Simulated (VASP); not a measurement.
# Re (P6_3/mmc) in VASP: a series of runs

The runs below take Re through single point, with PBEsol.

All numbers are computed with VASP 6.6.1; they aren't measurements. Logs are shortened: lines on timing, memory, paths and dates and some standing lists are left out, and cuts for length are marked.

## Step 1: The cell of the first run

It takes space group P6_3/mmc (No. 194, hexagonal). The conventional cell has a = 2.690 Å, b = 2.690 Å, c = 8.689 Å, α = 90.00°, β = 90.00°, γ = 120.00°. Within 3.5 Å of Re (site symmetry -6m2) lie 12 Re at 2.67 to 2.69 Å. Within 3.5 Å of Re (site symmetry -3m) lie 12 Re at 2.67 to 2.69 Å.

## Step 2: Single point, PBEsol

File INCAR:

```
PREC     = Accurate       # precision mode
ENCUT    = 520            # plane-wave cutoff, eV
EDIFF    = 1E-6           # SCF threshold, eV
ISMEAR   = -1             # smearing method
SIGMA    = 0.05           # smearing width, eV
LREAL    = F              # projectors in reciprocal space
LASPH    = T              # aspherical terms in the spheres
NELM     = 80             # most SCF steps
ALGO     = Normal         # electronic algorithm
ISIF     = 2              # what is computed and relaxed
LWAVE    = F              # write WAVECAR
LCHARG   = F              # write CHGCAR
GGA      = PS             # functional
NBANDS   = 22             # bands
```

File KPOINTS:

```
regular mesh
0
Gamma
  11 11 3
```

File POSCAR:

```
Re
1.0
    2.6896944197      0.0000000000      0.0000000000
   -1.3448472098      2.3293436959      0.0000000000
    0.0000000000      0.0000000000      8.6888608306
Re
4
Direct
    0.6666666667      0.3333333333      0.7500000000
    0.0000000000      0.0000000000      0.5000000000
    0.3333333333      0.6666666667      0.2500000000
    0.0000000000      0.0000000000      0.0000000000
```

Potentials or basis: VASP PAW PBE potentials, release 64 (Re).

Started as:

```sh
$ cat potpaw_PBE.64/Re/POTCAR > POTCAR
$ mpirun -np 1 vasp_std > vasp.out
```

OUTCAR:

```text
PREC = Accurate
   ENCUT = 520
   EDIFF = 1E-6
   ISMEAR = -1
   LREAL = F
   LASPH = T
   NELM = 80
   ISIF = 2
   GGA = PS

 ion  position               nearest neighbor table
   1  0.667  0.333  0.750-   2 2.67   4 2.67   2 2.67   4 2.67   2 2.67   4 2.67
   2  0.000  0.000  0.500-   1 2.67   3 2.67   3 2.67   1 2.67   1 2.67   3 2.67
   3  0.333  0.667  0.250-   2 2.67   4 2.67   2 2.67   4 2.67   2 2.67   4 2.67
   4  0.000  0.000  0.000-   1 2.67   3 2.67   3 2.67   1 2.67   1 2.67   3 2.67

  LATTYP: Found a hexagonal cell.
 ALAT       =     2.6896944197
 C/A-ratio  =     3.2304267604

  Lattice vectors:

 A1 = (   2.6896944197,   0.0000000000,   0.0000000000)
 A2 = (  -1.3448472098,   2.3293436959,   0.0000000000)
 A3 = (   0.0000000000,   0.0000000000,   8.6888608306)

Analysis of symmetry for initial positions (statically):
=====================================================================
 Subroutine PRICEL returns:
 Original cell was already a primitive cell.

 Routine SETGRP: Setting up the symmetry group for a
 hexagonal supercell.

 Subroutine GETGRP returns: Found 24 space group operations
 (whereof 12 operations were pure point group operations)
 out of a pool of 24 trial point group operations.

The static configuration has the point symmetry D_3d.
 The point group associated with its full space group is D_6h.

Analysis of symmetry for dynamics (positions and initial velocities):
=====================================================================
 Subroutine PRICEL returns:
 Original cell was already a primitive cell.

 Routine SETGRP: Setting up the symmetry group for a
 hexagonal supercell.

 Subroutine GETGRP returns: Found 24 space group operations
 (whereof 12 operations were pure point group operations)
 out of a pool of 24 trial point group operations.

The dynamic configuration has the point symmetry D_3d.
 The point group associated with its full space group is D_6h.

 Subroutine INISYM returns: Found 24 space group operations
 (whereof 12 operations are pure point group operations),
 and found     1 'primitive' translations

----------------------------------------------------------------------------------------

                                     Primitive cell

  volume of cell :      54.4376

  direct lattice vectors                    reciprocal lattice vectors
     2.689694420  0.000000000  0.000000000     0.371789447  0.214652737  0.000000000
    -1.344847210  2.329343696  0.000000000     0.000000000  0.429305474  0.000000000
     0.000000000  0.000000000  8.688860831     0.000000000  0.000000000  0.115089886

  length of vectors
     2.689694420  2.689694420  8.688860831     0.429305474  0.429305474  0.115089886

  position of ions in fractional coordinates (direct lattice)
     0.666666667  0.333333333  0.750000000
     0.000000000  0.000000000  0.500000000
     0.333333333  0.666666667  0.250000000
     0.000000000  0.000000000  0.000000000

  ion indices of the primitive-cell ions
   primitive index   ion index
                 1           1
                 2           2
                 3           3
                 4           4

----------------------------------------------------------------------------------------

 KPOINTS: regular mesh

Automatic generation of k-mesh.
 Grid dimensions read from file:
 generate k-points for:   11   11    3

 Generating k-lattice:

  Cartesian coordinates                     Fractional coordinates (reciprocal lattice)
     0.033799041  0.019513885  0.000000000     0.090909091  0.000000000  0.000000000
     0.000000000  0.039027770  0.000000000     0.000000000  0.090909091  0.000000000
     0.000000000  0.000000000  0.038363295     0.000000000  0.000000000  0.333333333

  Length of vectors
     0.039027770  0.039027770  0.038363295

  Shift w.r.t. Gamma in fractional coordinates (k-lattice)
     0.000000000  0.000000000  0.000000000

 Subroutine IBZKPT returns following result:
 ===========================================

 Found     32 irreducible k-points:

 Following reciprocal coordinates:
            Coordinates               Weight
  0.000000  0.000000  0.000000      1.000000
  0.090909  0.000000  0.000000      6.000000
  0.181818 -0.000000  0.000000      6.000000
  0.272727 -0.000000  0.000000      6.000000
  0.363636  0.000000  0.000000      6.000000
  0.454545 -0.000000  0.000000      6.000000
[... 16 lines left out ...]
  0.090909  0.090909  0.333333     12.000000
  0.181818  0.090909  0.333333     24.000000
 [... further k-points ...]
   k-points           NKPTS =     32   k-points in BZ     NKDIM =     32   number of bands    NBANDS=     22
   number of dos      NEDOS =    301   number of ions     NIONS =      4
   total plane-waves  NPLWV =  28000
   dimension x,y,z NGX =    20 NGY =   20 NGZ =   70
   dimension x,y,z NGXF=    40 NGYF=   40 NGZF=  140
   ions per type =               4
   NGX,Y,Z   is equivalent  to a cutoff of  12.36, 12.36, 13.39 a.u.
   NGXF,Y,Z  is equivalent  to a cutoff of  24.72, 24.72, 26.79 a.u.
 SYSTEM =  unknown system
   PREC   = accura    normal or accurate (medium, high low for compatibility)
   ISTART =      0    job   : 0-new  1-cont  2-samecut
   ICHARG =      2    charge: 1-file 2-atom 10-const
   ISPIN  =      1    spin polarized calculation?
   LNONCOLLINEAR =      F non collinear calculations
   LSORBIT =      F    spin-orbit coupling
   LASPH  =      T    aspherical Exc in radial PAW
   ENCUT  =  520.0 eV  38.22 Ry    6.18 a.u.   5.00  5.00 16.16*2*pi/ulx,y,z
   NELM   =     80;   NELMIN=  2; NELMDL= -5     # of ELM steps
   EDIFF  = 0.1E-05   stopping-criterion for ELM
   LREAL  =      F    real-space projection
   EDIFFG = 0.1E-04   stopping-criterion for IOM
   NSW    =      0    number of steps for IOM
   IBRION =     -1    ionic relax: 0-MD 1-quasi-New 2-CG
   NFREE  =      0    steps in history (QN), initial steepest desc. (CG)
   ISIF   =      2    stress and relaxation
   ISYM   =      2    0-nonsym 1-usesym 2-fastsym
   POTIM  = 0.5000    time-step for ionic-motion
   TEBEG  =    0.0;   TEEND  =   0.0 temperature during run
   PSTRESS=    0.0 pullay stress
   NELECT =      28.0000    total number of electrons
   NUPDOWN=      -1.0000    fix difference up-down
   EMIN   =  10.00;   EMAX   =-10.00  energy-range for DOS
   EFERMI =   0.00;   METHOD = LEGACY
   ISMEAR =    -1;   SIGMA  =   0.05  broadening in eV -4-tet -1-fermi 0-gaus
   EFERMI_NEDOS =   21; number of points for ismear=-14 and -15
   IALGO  =     38    algorithm
   IMIX   =      4    mixing-type and parameters
     AMIX     =   0.40;   BMIX     =  1.00
     AMIX_MAG =   1.60;   BMIX_MAG =  1.00
  volume/ion in A,a.u.               =      13.61        91.84
  Fermi-wavevector in a.u.,A,eV,Ry     =   1.311679  2.478715 23.408865  1.720503
  Thomas-Fermi vector in A             =   2.442124
   LORBIT       =      0    0 simple, 1 ext, 2 COOP (PROOUT), +10 PAW based schemes
   GGA     = PS    functional components
   LHFCALC =     F    Hartree Fock is set to
   AEXX    =    0.0000 exact exchange contribution
   IVDW    =     0    specifies the selected vdW correction
   LEPSILON=     F    determine dielectric tensor
   LRPA    =     F    only Hartree local field effects (RPA)
 non-spin polarized calculation
  energy-cutoff  :      520.00
  volume of cell :       54.44
 maximum number of plane-waves:      1493
 NGX is ok and might be reduce to    20
   NGX =  9   NGY =  9   NGZ = 33

 number of electron      28.0000002 magnetization

 Free energy of the ion-electron system (eV)
  ---------------------------------------------------
  ext. energy  EPLUGINS =         0.00000000
  ---------------------------------------------------
  free energy    TOTEN  =       -53.14021095 eV

  energy without entropy =      -53.11776170  energy(sigma->0) =      -53.12898632

 E-fermi :   8.8168     XC(G=0): -14.2486

 val. band max:        8.7941428465   @ k =   0.3636   0.2727   0.3333
 cond. band min:       8.8234800835   @ k =   0.2727  -0.0000   0.0000
 fundamental gap:      0.0293372370
 Fermi energy:         8.8167951273

 k-point     1 :       0.0000    0.0000    0.0000
  band No.  band energies     occupation
      1      -1.7260      2.00000
      2       0.7263      2.00000
      3       0.8189      2.00000
      4       1.4934      2.00000
      5       6.0104      2.00000
      6       6.1159      2.00000
[... 14 lines left out ...]
     21      11.6370      0.00000
     22      11.6370      0.00000

 k-point     2 :       0.0909    0.0000    0.0000
  band No.  band energies     occupation
      1      -1.3569      2.00000
      2       1.0728      2.00000
      3       1.1607      2.00000
      4       1.8461      2.00000
      5       5.5203      2.00000
      6       5.8412      2.00000
[... 14 lines left out ...]
     21      11.5689      0.00000
     22      11.7062      0.00000

 k-point     3 :       0.1818   -0.0000    0.0000
  band No.  band energies     occupation
      1      -0.3499      2.00000
      2       1.8761      2.00000
      3       1.9373      2.00000
      4       2.7036      2.00000
      5       4.7641      2.00000
      6       5.2267      2.00000
[... 14 lines left out ...]
     21      11.8137      0.00000
     22      12.0157      0.00000

 k-point     4 :       0.2727   -0.0000    0.0000
  band No.  band energies     occupation
      1       0.9269      2.00000
      2       2.2493      2.00000
      3       2.3164      2.00000
      4       3.1673      2.00000
      5       4.3766      2.00000
      6       4.5317      2.00000
[... 14 lines left out ...]
     21      12.5378      0.00000
     22      12.6503      0.00000

 k-point     5 :       0.3636    0.0000    0.0000
  band No.  band energies     occupation
      1       1.5751      2.00000
      2       1.8612      2.00000
      3       2.2586      2.00000
      4       3.0156      2.00000
      5       3.9176      2.00000
      6       4.0434      2.00000
[... 14 lines left out ...]
     21      13.2343      0.00000
     22      13.2534      0.00000

 k-point     6 :       0.4545   -0.0000    0.0000
  band No.  band energies     occupation
      1       1.4990      2.00000
      2       1.4991      2.00000
      3       2.0855      2.00000
      4       2.9592      2.00000
      5       3.5706      2.00000
      6       4.1024      2.00000
[... 14 lines left out ...]
     21      13.7611      0.00000
     22      13.8594      0.00000

 k-point     7 :       0.0909    0.0909    0.0000
  band No.  band energies     occupation
      1      -0.6622      2.00000
      2       1.6729      2.00000
      3       1.7499      2.00000
      4       2.4747      2.00000
      5       4.9486      2.00000
      6       5.4475      2.00000
[... 324 lines left out ...]
      6       4.4764      2.00000
[... 14 lines left out ...]
     21      12.3210      0.00000
     22      13.1606      0.00000

 k-point    21 :       0.3636    0.0000    0.3333
  band No.  band energies     occupation
      1       1.6775      2.00000
      2       1.9943      2.00000
      3       2.3235      2.00000
      4       2.8476      2.00000
      5       3.3451      2.00000
      6       3.7116      2.00000
[... 14 lines left out ...]
     21      12.8008      0.00000
     22      13.3446      0.00000

 k-point    22 :       0.4545   -0.0000    0.3333
  band No.  band energies     occupation
      1       1.7032      2.00000
      2       1.8617      2.00000
      3       2.1187      2.00000
      4       2.5396      2.00000
      5       3.0742      2.00000
      6       3.2104      2.00000
[... 14 lines left out ...]
     21      13.7213      0.00000
     22      14.2128      0.00000

 k-point    23 :       0.0909    0.0909    0.3333
  band No.  band energies     occupation
      1      -0.3435      2.00000
      2       0.5413      2.00000
      3       2.4765      2.00000
      4       2.5324      2.00000
      5       5.2158      2.00000
      6       5.4663      2.00000
[... 14 lines left out ...]
     21      12.0867      0.00000
     22      12.8593      0.00000

 k-point    24 :       0.1818    0.0909    0.3333
  band No.  band energies     occupation
      1       0.7739      2.00000
      2       1.4404      2.00000
      3       3.2217      2.00000
      4       3.4601      2.00000
      5       4.3326      2.00000
      6       4.6749      2.00000
[... 14 lines left out ...]
     21      12.2114      0.00000
     22      13.0020      0.00000

 [... further k-points ...]
[... 5 lines left out ...]
  --------------------------------------------------------------------------------------
  -------------------------------------------------------------------------------------
  Total       10.5016638     10.5016638     10.5230506      0.0000000     -0.0000000     -0.0000000
  in kB      309.0788855    309.0788855    309.7083274      0.0000000     -0.0000000     -0.0000000
  external PRESSURE =     309.2886995 kB  Pullay stress =       0.0000000 kB

 VOLUME and BASIS-vectors are now :
 -----------------------------------------------------------------------------
  energy-cutoff  :      520.00
  volume of cell :       54.44
      direct lattice vectors                 reciprocal lattice vectors
     2.689694420  0.000000000  0.000000000     0.371789447  0.214652737  0.000000000
    -1.344847210  2.329343696  0.000000000     0.000000000  0.429305474  0.000000000
     0.000000000  0.000000000  8.688860831     0.000000000  0.000000000  0.115089886

 POSITION                                       TOTAL-FORCE (eV/Angst)
 -----------------------------------------------------------------------------------
      1.34485      0.77645      6.51665         0.000000     -0.000000     -0.000000
      0.00000      0.00000      4.34443         0.000000     -0.000000      0.000000
     -0.00000      1.55290      2.17222        -0.000000      0.000000      0.000000
      0.00000      0.00000      0.00000         0.000000     -0.000000      0.000000
 -----------------------------------------------------------------------------------
    total drift:                                0.000000      0.000000      0.000000

  FREE ENERGIE OF THE ION-ELECTRON SYSTEM (eV)
  ---------------------------------------------------
  free  energy   TOTEN  =       -53.1402109496 eV

  energy  without entropy=      -53.1177616958  energy(sigma->0) =      -53.12898632
```

It took 35 s on 1 thread of Intel Xeon Platinum 8488C (Sapphire Rapids), shared host; peak memory 0.18 GiB.

What came out:

* Free energy: -53.1402 eV
* Pressure: 30.9 GPa
* Band gap on the k mesh: zero (bands 14 and 15 overlap by 2.80 eV)

Caveat: the cell stands under pressure; the PAW data sets were made with another functional, which shifts forces and pressure a little; spin-orbit coupling is left out, which moves the levels of the heavy elements.

## Step 3: Single point, PBEsol

This run uses another cell than the first one, of 13.89 Å³/atom.

File INCAR:

```
SYSTEM = Re
  PREC = Accurate
  ENCUT = 520
  EDIFF = 1E-6
  ISMEAR = -1
  SIGMA = 0.05
  LREAL = .False.
  LASPH = .True.
  NELM = 100
  ALGO = Normal
  ISIF = 2
  LWAVE = .False.
  LCHARG = .True.
  GGA = PS
  LELF = .True.
  LVHAR = .True.
  NBANDS = 22
```

File KPOINTS:

```
Automatic mesh
0
Gamma
  11 11 3
  0 0 0
```

File POSCAR:

```
Re
1.0
    2.7076380465      0.0000000000      0.0000000000
   -1.3538190232      2.3448833326      0.0000000000
    0.0000000000      0.0000000000      8.7494489413
Re
4
Direct
    0.6666666667      0.3333333333      0.7500000000
    0.0000000000      0.0000000000      0.5000000000
    0.3333333333      0.6666666667      0.2500000000
    0.0000000000      0.0000000000      0.0000000000
```

Potentials or basis: VASP PAW PBE potentials, release 64 (Re).

Started as:

```sh
$ cat potpaw_PBE.64/Re/POTCAR > POTCAR
$ mpirun -np 1 vasp_std > vasp.out
```

Wall time 36 s (1 thread of Intel Xeon Platinum 8488C (Sapphire Rapids), shared host); peak memory 0.18 GiB.

The run converged. Its results:

* Free energy: -53.3194 eV
* Pressure: 20.7 GPa
* Band gap on the k mesh: zero (bands 14 and 15 overlap by 2.69 eV)

Levels at points of the mesh, in eV from the Fermi level:
| k point | band 12 | band 13 | band 14 | band 15 | band 16 | band 17 |
| --- | --- | --- | --- | --- | --- | --- |
| (0.00, 0.00, 0.00) | -1.36 | -1.36 | -1.23 | -1.23 | 0.64 | 0.68 |

Caveat: the cell stands under pressure; the PAW data sets were made with another functional, which shifts forces and pressure a little; spin-orbit coupling is left out, which moves the levels of the heavy elements.

The gap in the log of VASP goes by the Fermi energy; the results here count the filled bands.